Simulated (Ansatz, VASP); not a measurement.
## One calculation of NaCl, two programs

File POSCAR:

```
NaCl
1.0
    0.0000000000      2.7697346750      2.7697346750
    2.7697346750      0.0000000000      2.7697346750
    2.7697346750      2.7697346750      0.0000000000
Na Cl
1 1
Direct
    0.0000000000      0.0000000000      0.0000000000
    0.5000000000      0.5000000000      0.5000000000
```

File INCAR.step1:

```
PREC = Accurate
ENCUT = 550
ISMEAR = 0
SIGMA = 0.02
LREAL = False
LASPH = True
NELM = 120
NBANDS = 14
GGA = PE
ALGO = Normal
EDIFF = 1E-5
LWAVE = True
LCHARG = False
GGA_COMPAT = False
```

INCAR.step2

```
PREC = Accurate
ENCUT = 550
EDIFF = 1E-6
ISMEAR = 0
SIGMA = 0.02
LREAL = False
LASPH = True
NELM = 120
ALGO = Normal
ISIF = 2
LWAVE = False
LCHARG = False
METAGGA = R2SCAN
LMIXTAU = True
NBANDS = 14
ISTART = 1
GGA_COMPAT = False
```

The input KPOINTS:

```
regular mesh
0
Gamma
  8 8 8
```

Input for Ansatz:

```yaml
crystal:
  lattice:
    - [0.0, 2.769734675, 2.769734675]
    - [2.769734675, 0.0, 2.769734675]
    - [2.769734675, 2.769734675, 0.0]
  atoms:
    - { symbol: Na, position: [0.0, 0.0, 0.0] }
    - { symbol: Cl, position: [0.5, 0.5, 0.5] }
basis:
  ecutwfc: 500
kpoints:
  mp_grid: { grid: [8, 8, 8] }
hamiltonian:
  xc: r2scan
scf:
  occupations: { method: gaussian, width: 0.02 }
output:
  forces: true
  stress: true
  eigenvalues: true
  populations: true
```

Alike in both runs: task single point; functional r2SCAN; k mesh 8 × 8 × 8; occupations gaussian, width 0.02 eV; no spin polarisation.

```csv
,VASP,Ansatz
version,VASP 6.6.1,Ansatz 0.2.0
potentials or method,"VASP PAW PBE potentials, release 64 (Na_pv, Cl), cutoff 550 eV","scalar-relativistic, plane waves, PAW"
valence electrons in the cell,14,16
```

```csv
,VASP,Ansatz,Ansatz less VASP
gap on the k mesh at the Fermi level (eV),6.15,6.13,-0.023
least direct gap on the mesh (eV),6.15,6.13,-0.023
pressure (GPa),0.9,1.1,+0.17
```

VASP's potentials were made for PBE, not for r2SCAN. VASP's potentials hold 14 valence electrons a cell and Ansatz's 16, so a difference there can come from the potentials and not from the codes.
